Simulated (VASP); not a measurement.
Runs of VASP 6.6.1 on GaN. The structure is that of space group P6/mmm (No. 191), or close to it. The cells are those of the table. 

| task | level | cell | k mesh | cutoff (eV) | grid for exact exchange (PRECFOCK) | share of exact exchange | screening parameter | gap on the mesh (eV) | pressure (GPa) |
| --- | --- | --- | --- | --- | --- | --- | --- | --- | --- |
| single point | PBEsol-based global hybrid | a = 5.309, b = 5.309, c = 3.350 Å, angles 90.0, 90.0, 120.0°, 2 atoms | 3 × 3 × 4 | 520 | Normal | 0.25 | - | (c) | -0.3 |
| single point | r2SCAN0 | a = 5.230, b = 5.230, c = 3.390 Å, angles 90.0, 90.0, 120.0°, 2 atoms | 3 × 3 × 4 | 520 | Normal | - | - | 3.29 | -1.6 |
| relaxation of cell and atoms | HF | relaxed from a = 5.230, b = 5.230, c = 3.390 Å, angles 90.0, 90.0, 120.0°, 2 atoms | 3 × 3 × 4 | 600 | Normal | - | - | 8.67 | 0.0 |
| single point | B3LYP | a = 5.230, b = 5.230, c = 3.390 Å, angles 90.0, 90.0, 120.0°, 2 atoms | 3 × 3 × 4 | 520 | Normal | - | - | 2.65 | -0.1 |
| single point | PBE | a = 5.195, b = 5.195, c = 3.367 Å, angles 90.0, 90.0, 120.0°, 2 atoms | 6 × 6 × 8 | 520 | - | - | - | 1.25 | 0.7 |
| single point | PBE0 | a = 5.440, b = 5.440, c = 3.367 Å, angles 90.0, 90.0, 120.0°, 2 atoms | 3 × 3 × 4 | 520 | Normal | - | - | 3.33 | -0.3 |
| single point | HSE06 | a = 5.327, b = 5.327, c = 3.367 Å, angles 90.0, 90.0, 120.0°, 2 atoms | 3 × 3 × 4 | 520 | Normal | - | 0.2079 1/Å | 2.51 | -0.3 |
| single point | PBE-based screened hybrid | a = 5.323, b = 5.323, c = 3.369 Å, angles 90.0, 90.0, 120.0°, 2 atoms | 3 × 3 × 4 | 520 | Normal | 0.25 | 0.3 1/Å | 2.26 | -0.3 |
| single point | HSE06 | a = 5.230, b = 5.230, c = 3.390 Å, angles 90.0, 90.0, 120.0°, 2 atoms | 3 × 3 × 4 | 520 | Normal | - | 0.2079 1/Å | (b) | -1.3 |
| single point | PBE | a = 5.299, b = 5.299, c = 3.435 Å, angles 90.0, 90.0, 120.0°, 2 atoms | 6 × 6 × 8 | 520 | - | - | - | 0.99 | (a) |
| single point | PBE | a = 5.333, b = 5.333, c = 3.457 Å, angles 90.0, 90.0, 120.0°, 2 atoms | 6 × 6 × 8 | 520 | - | - | - | (d) | -2.6 |
| single point | PBE | a = 5.160, b = 5.160, c = 3.344 Å, angles 90.0, 90.0, 120.0°, 2 atoms | 6 × 6 × 8 | 520 | - | - | - | 1.34 | 1.8 |

Alike in all rows: potentials or basis VASP PAW PBE potentials, release 64 (Ga_d, N); no spin polarisation; smearing fermi-dirac 0.05 eV.

Q: Estimate the missing entries.

A: (a) -1.9; (b) 2.35; (c) 3.37; (d) 0.90.

Caveats: some runs use coarse meshes; the PAW data sets were made with another functional, which shifts forces and pressure a little (some runs).

A k mesh can miss the band edges, and the runs leave out spin-orbit coupling on Ga.
